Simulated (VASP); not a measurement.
# InP (F-43m) in VASP: relaxation of cell and atoms with r2SCAN

Aim: the relaxation of cell and atoms of InP with r2SCAN.

Everything below comes from runs of VASP 6.6.1. Logs are shortened: lines on timing, memory, paths and dates and some standing lists are left out, and cuts for length are marked.

### 1 The cell of the first run

It takes space group F-43m (No. 216, cubic). Conventional cell: a = 5.340 Å, b = 5.340 Å, c = 5.340 Å, α = 90.00°, β = 90.00°, γ = 90.00°. Within 3.1 Å of In (site symmetry -43m) lie 4 P at 2.31 Å. Within 3.1 Å of P (site symmetry -43m) lie 4 In at 2.31 Å.

### 2 Relaxation of cell and atoms, r2SCAN, target pressure 50 GPa, at which the enthalpy is minimised

Input file POSCAR:

```
InP
1.0
    0.0000000000      2.6699802544      2.6699802544
    2.6699802544      0.0000000000      2.6699802544
    2.6699802544      2.6699802544      0.0000000000
In P
1 1
Direct
    0.0000000000      0.0000000000      0.0000000000
    0.2500000000      0.2500000000      0.2500000000
```

Input file INCAR.step1:

```
PREC = Accurate
ENCUT = 600
ISMEAR = 0
SIGMA = 0.02
LREAL = False
LASPH = True
NELM = 60
GGA = PE
ALGO = Normal
EDIFF = 1E-4
LWAVE = True
LCHARG = False
```

Input file INCAR.step2:

```
PREC = Accurate
ENCUT = 600
EDIFF = 1E-6
ISMEAR = 0
SIGMA = 0.02
LREAL = False
LASPH = True
NELM = 60
ALGO = Normal
ISIF = 3
LWAVE = False
LCHARG = False
METAGGA = R2SCAN
LMIXTAU = True
IBRION = 2
NSW = 70
EDIFFG = -0.008
PSTRESS = 500.0
ISTART = 1
```

Input file KPOINTS:

```
Automatic mesh
0
Gamma
  10 10 10
```

Potentials or basis: VASP PAW PBE potentials, release 64 (In_d, P).

Command:

```sh
> cat potpaw_PBE.64/In_d/POTCAR potpaw_PBE.64/P/POTCAR > POTCAR
> cp INCAR.step1 INCAR
> mpirun -np 1 vasp_std > vasp.out
> cp INCAR.step2 INCAR
> mpirun -np 1 vasp_std > vasp.out
```

OUTCAR:

```text
PREC = Accurate
   ENCUT = 600
   EDIFF = 1E-6
   ISMEAR = 0
   LREAL = False
   LASPH = True
   NELM = 60
   ISIF = 3
   METAGGA = R2SCAN
   IBRION = 2
   NSW = 70
   EDIFFG = -0.008
   PSTRESS = 500.0
   ISTART = 1

 ion  position               nearest neighbor table
   1  0.000  0.000  0.000-   2 2.31   2 2.31   2 2.31   2 2.31
   2  0.250  0.250  0.250-   1 2.31   1 2.31   1 2.31   1 2.31

  LATTYP: Found a face centered cubic cell.
 ALAT       =     5.3399605088

  Lattice vectors:

 A1 = (   0.0000000000,   2.6699802544,   2.6699802544)
 A2 = (   2.6699802544,   0.0000000000,   2.6699802544)
 A3 = (   2.6699802544,   2.6699802544,   0.0000000000)

Analysis of symmetry for initial positions (statically):
=====================================================================
 Subroutine PRICEL returns:
 Original cell was already a primitive cell.

 Routine SETGRP: Setting up the symmetry group for a
 face centered cubic supercell.

 Subroutine GETGRP returns: Found 24 space group operations
 (whereof 24 operations were pure point group operations)
 out of a pool of 48 trial point group operations.

The static configuration has the point symmetry T_d .

Analysis of symmetry for dynamics (positions and initial velocities):
=====================================================================
 Subroutine PRICEL returns:
 Original cell was already a primitive cell.

 Routine SETGRP: Setting up the symmetry group for a
 face centered cubic supercell.

 Subroutine GETGRP returns: Found 24 space group operations
 (whereof 24 operations were pure point group operations)
 out of a pool of 48 trial point group operations.

The dynamic configuration has the point symmetry T_d .

 Subroutine INISYM returns: Found 24 space group operations
 (whereof 24 operations are pure point group operations),
 and found     1 'primitive' translations

----------------------------------------------------------------------------------------

                                     Primitive cell

  volume of cell :      38.0675

  direct lattice vectors                    reciprocal lattice vectors
     0.000000000  2.669980254  2.669980254    -0.187267303  0.187267303  0.187267303
     2.669980254  0.000000000  2.669980254     0.187267303 -0.187267303  0.187267303
     2.669980254  2.669980254  0.000000000     0.187267303  0.187267303 -0.187267303

  length of vectors
     3.775922287  3.775922287  3.775922287     0.324356483  0.324356483  0.324356483

  position of ions in fractional coordinates (direct lattice)
     0.000000000  0.000000000  0.000000000
     0.250000000  0.250000000  0.250000000

  ion indices of the primitive-cell ions
   primitive index   ion index
                 1           1
[... 98 lines left out ...]
   METAGGA = R2SCAN    functional components
   LHFCALC =     F    Hartree Fock is set to
   AEXX    =    0.0000 exact exchange contribution
   IVDW    =     0    specifies the selected vdW correction
   LEPSILON=     F    determine dielectric tensor
   LRPA    =     F    only Hartree local field effects (RPA)
 conjugate gradient relaxation of ions
 non-spin polarized calculation
 Gauss-broadening in eV      SIGMA  =   0.02
  energy-cutoff  :      600.00
  volume of cell :       38.07
 maximum number of plane-waves:      1295
   NGX = 15   NGY = 15   NGZ = 15

--------------------------------------- Ionic step        1  -------------------------------------------

 number of electron      18.0000003 magnetization

 Free energy of the ion-electron system (eV)
  ---------------------------------------------------
  ext. energy  EPLUGINS =         0.00000000
  ---------------------------------------------------
  free energy    TOTEN  =       -31.01647993 eV

  energy without entropy =      -31.01647993  energy(sigma->0) =      -31.01647993

------------------------ aborting loop because EDIFF is reached ----------------------------------------

  FORCE on cell =-STRESS in cart. coord.  units (eV):
  Direction    XX          YY          ZZ          XY          YZ          ZX
  --------------------------------------------------------------------------------------
  -------------------------------------------------------------------------------------
  Total        9.5342742      9.5342742      9.5342742      0.0000000      0.0000000      0.0000000
  in kB      401.2768216    401.2768216    401.2768216      0.0000000      0.0000000      0.0000000
  external PRESSURE =     -98.7231784 kB  Pullay stress =     500.0000000 kB
[... 25 lines left out ...]
--------------------------------------- Ionic step        2  -------------------------------------------

 number of electron      18.0000004 magnetization

 E-fermi :  11.8359     XC(G=0): -12.2360

 val. band max:       11.6882912494   @ k =   0.0000   0.0000   0.0000
 cond. band min:      12.5711159451   @ k =   0.5000   0.5000   0.0000
 fundamental gap:      0.8828246957
 Fermi energy:        11.8359332974

 k-point     1 :       0.0000    0.0000    0.0000
  band No.  band energies     occupation
      1      -5.1767      2.00000
      2      -5.1767      2.00000
      3      -5.1767      2.00000
      4      -4.7734      2.00000
      5      -4.5733      2.00000
      6      -4.5733      2.00000
      7      11.6883      2.00000
      8      11.6883      2.00000
      9      11.6883      2.00000
     10      15.0052      0.00000
     11      15.4999      0.00000
     12      15.4999      0.00000
     13      15.4999      0.00000
[... 439 lines left out ...]
  energy  without entropy=      -30.6068950203  energy(sigma->0) =      -30.60689502

  enthalpy is  TOTEN    =       -19.1863859406 eV   P V=       11.4205090796

[... ionic steps 4 to 10 ...]

--------------------------------------- Ionic step       11  -------------------------------------------

 number of electron      18.0000004 magnetization

------------------------ aborting loop because EDIFF is reached ----------------------------------------
[... 71 lines left out ...]
--------------------------------------- Ionic step       13  -------------------------------------------

 number of electron      18.0000004 magnetization

 Free energy of the ion-electron system (eV)
  ---------------------------------------------------
  ext. energy  EPLUGINS =         0.00000000
  ---------------------------------------------------
  free energy    TOTEN  =       -30.58072434 eV

  energy without entropy =      -30.58072434  energy(sigma->0) =      -30.58072434

 E-fermi :   9.4906     XC(G=0): -11.4997

 val. band max:        9.3427048153   @ k =   0.0000   0.0000   0.0000
 cond. band min:      10.6302868416   @ k =   0.5000   0.5000   0.0000
 fundamental gap:      1.2875820263
 Fermi energy:         9.4906380699

 k-point     1 :       0.0000    0.0000    0.0000
  band No.  band energies     occupation
      1      -6.5513      2.00000
      2      -6.5513      2.00000
      3      -6.5513      2.00000
      4      -6.1112      2.00000
      5      -6.1112      2.00000
      6      -5.5312      2.00000
      7       9.3427      2.00000
      8       9.3427      2.00000
      9       9.3427      2.00000
     10      12.1939      0.00000
     11      13.4872      0.00000
     12      13.4872      0.00000
     13      13.4872      0.00000
[... 401 lines left out ...]
  energy  without entropy=      -30.5807243396  energy(sigma->0) =      -30.58072434

  enthalpy is  TOTEN    =       -19.1865816341 eV   P V=       11.3941427055

 reached required accuracy - stopping structural energy minimisation
```

OUTCAR.step1:

```text
PREC = Accurate
   ENCUT = 600
   ISMEAR = 0
   LREAL = False
   LASPH = True
[... 605 lines left out ...]
      0.00000      0.00000      0.00000         0.000000      0.000000      0.000000
      1.33499      1.33499      1.33499        -0.000000     -0.000000     -0.000000
 -----------------------------------------------------------------------------------
    total drift:                                0.000000      0.000000      0.000000

  FREE ENERGIE OF THE ION-ELECTRON SYSTEM (eV)
  ---------------------------------------------------
  free  energy   TOTEN  =        -6.9938170121 eV

  energy  without entropy=       -6.9938170121  energy(sigma->0) =       -6.99381701
```

OSZICAR.step1:

```text
N       E                     dE             d eps       ncg     rms          rms(c)
DAV:   1     0.124866111925E+03    0.12487E+03   -0.96453E+03  1230   0.186E+03
DAV:   2     0.787916098835E+00   -0.12408E+03   -0.12015E+03  1292   0.374E+02
DAV:   3    -0.739364333519E+01   -0.81816E+01   -0.81452E+01  1615   0.952E+01
DAV:   4    -0.759850401919E+01   -0.20486E+00   -0.20475E+00  1456   0.156E+01
DAV:   5    -0.760773204532E+01   -0.92280E-02   -0.92277E-02  1833   0.302E+00    0.907E+00
DAV:   6    -0.706826367220E+01    0.53947E+00   -0.82177E-01  1745   0.218E+01    0.515E+00
DAV:   7    -0.699564910995E+01    0.72615E-01   -0.39184E-01  1648   0.733E+00    0.170E+00
DAV:   8    -0.699354662742E+01    0.21025E-02   -0.38773E-02  1653   0.339E+00    0.789E-01
DAV:   9    -0.699376710987E+01   -0.22048E-03   -0.27178E-03  1765   0.118E+00    0.352E-01
DAV:  10    -0.699381701212E+01   -0.49902E-04   -0.22221E-04  1218   0.166E-01
   1 F= -.69938170E+01 E0= -.69938170E+01  d E =-.325900E-31
```

Wall time 9.8 min (1 thread of Intel Xeon 6975P-C, shared host); peak memory 0.2 GiB.

What came out:

* Free energy: -30.5807 eV
* Relaxed volume: 18.26 Å³/atom
* Relaxed cell: a = 3.724 Å, b = 3.724 Å, c = 3.724 Å, α = 60.00°, β = 60.00°, γ = 60.00°
* Space group after relaxing (to 0.05 Å): F-43m (No. 216)
* Energy change on relaxing (the enthalpy is what falls): +217.9 meV/atom
* Ionic steps: 13
* Pressure after relaxing: 49.9 GPa
* Band gap on the k mesh: 1.29 eV, indirect (least direct gap 2.85 eV)

The path:
| step | energy change (eV) | largest force (eV/Å) | pressure (GPa) | volume (Å³) |
| --- | --- | --- | --- | --- |
| 1 | 0.0000 | 0.0000 | 40.13 | 38.07 |
| 2 | 2.3913 | 0.0000 | 91.52 | 31.96 |
| 3 | 0.4096 | 0.0000 | 49.29 | 36.60 |
| 4 | 0.4384 | 0.0000 | 50.16 | 36.50 |
| 5 | 0.4288 | 0.0000 | 49.78 | 36.53 |
| 6 | 0.4296 | 0.0000 | 49.77 | 36.53 |
| 7 | 0.4318 | 0.0000 | 49.86 | 36.52 |
| 8 | 0.4319 | 0.0000 | 49.84 | 36.52 |
| 9 | 0.4320 | 0.0000 | 49.85 | 36.52 |
| 10 | 0.4323 | 0.0000 | 49.85 | 36.52 |
| 11 | 0.4328 | 0.0000 | 49.85 | 36.52 |
| 12 | 0.4338 | 0.0000 | 49.89 | 36.52 |
| 13 | 0.4358 | 0.0000 | 49.94 | 36.51 |

Final structure:
```
In P
1.0
     0.00000    2.63308    2.63308
     2.63308    0.00000    2.63308
     2.63308    2.63308    0.00000
In P
1 1
Cartesian
  0.0000 0.0000 0.0000
  1.3165 1.3165 1.3165
```

Levels at points of the mesh, in eV from the valence-band top:
| k point | band 6 | band 7 | band 8 | band 9 | band 10 | band 11 | band 12 | band 13 |
| --- | --- | --- | --- | --- | --- | --- | --- | --- |
| (0.00, 0.00, 0.00) | -14.87 | 0.00 | 0.00 | 0.00 | 2.85 | 4.14 | 4.14 | 4.14 |
| (0.50, 0.00, 0.00) | -11.63 | -8.19 | -1.65 | -1.65 | 2.57 | 4.91 | 4.91 | 7.87 |
| (0.50, 0.50, 0.00) | -10.59 | -7.70 | -3.84 | -3.84 | 1.29 | 2.17 | 11.16 | 12.28 |

Caveat: the cell is relaxed towards a set pressure, so the enthalpy falls and the energy may rise; the PAW data sets were made with another functional, which shifts forces and pressure a little; spin-orbit coupling is left out, which moves the levels of the heavy elements. A k mesh can miss the band edges.
